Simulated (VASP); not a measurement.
Write the native input for VASP 6.6.1 that does the following.

```yaml
Task: single point
Functional: r2SCAN
Potentials_or_basis: VASP PAW PBE potentials, release 64 (Cd, Au)
Cutoff: 520 eV
k_mesh: 12 × 12 × 12
Occupations: gaussian, width 0.1 eV
Spin: no spin polarisation
Dipole_correction: no
Further_INCAR_settings: ALGO = Normal; EDIFF = 1e-06; NBANDS = 18
```

The system is CdAu.

```
Cd Au
1.0
     3.41786    0.00000    0.00000
     0.00000    3.41786    0.00000
     0.00000    0.00000    3.41786
Cd Au
1 1
Direct
  0.50000 0.50000 0.50000
  0.00000 0.00000 0.00000
```

This cell differs from its parent crystal: volume scaled by 1.06.

These files were run (other wordings do the same):

POSCAR

```
CdAu
1.0
    3.4178566805      0.0000000000      0.0000000000
    0.0000000000      3.4178566805      0.0000000000
    0.0000000000      0.0000000000      3.4178566805
Cd Au
1 1
Direct
    0.5000000000      0.5000000000      0.5000000000
    0.0000000000      0.0000000000      0.0000000000
```

INCAR.step1

```
SYSTEM = CdAu
  ALGO = Normal
  EDIFF = 1E-4
  ENCUT = 520
  GGA = PE
  ISMEAR = 0
  LASPH = .TRUE.
  LCHARG = .FALSE.
  LREAL = .FALSE.
  LWAVE = .TRUE.
  NBANDS = 18
  NELM = 100
  PREC = Accurate
  SIGMA = 0.1
```

INCAR.step2

```
SYSTEM = CdAu
  ALGO = Normal
  EDIFF = 1E-6
  ENCUT = 520
  ISIF = 2
  ISMEAR = 0
  ISTART = 1
  LASPH = .TRUE.
  LCHARG = .FALSE.
  LMIXTAU = .TRUE.
  LREAL = .FALSE.
  LWAVE = .FALSE.
  METAGGA = R2SCAN
  NBANDS = 18
  NELM = 100
  PREC = Accurate
  SIGMA = 0.1
```

KPOINTS

```
k-points
0
G
  12 12 12
  0 0 0
```

Potentials or basis: VASP PAW PBE potentials, release 64 (Cd, Au).

The run is started by

```sh
$ cat potpaw_PBE.64/Cd/POTCAR potpaw_PBE.64/Au/POTCAR > POTCAR
$ cp INCAR.step1 INCAR
$ mpirun -np 1 vasp_std > vasp.out
$ cp INCAR.step2 INCAR
$ mpirun -np 1 vasp_std > vasp.out
```

It gave:

| Quantity | Value |
| --- | --- |
| Pressure | -4.6 GPa |

Caveat: the PAW data sets were made with another functional, which shifts forces and pressure a little.

It took 86 s on 1 thread of Intel(R) Xeon(R) 6975P-C (Granite Rapids) (shared host), peak memory 0.21 GiB.
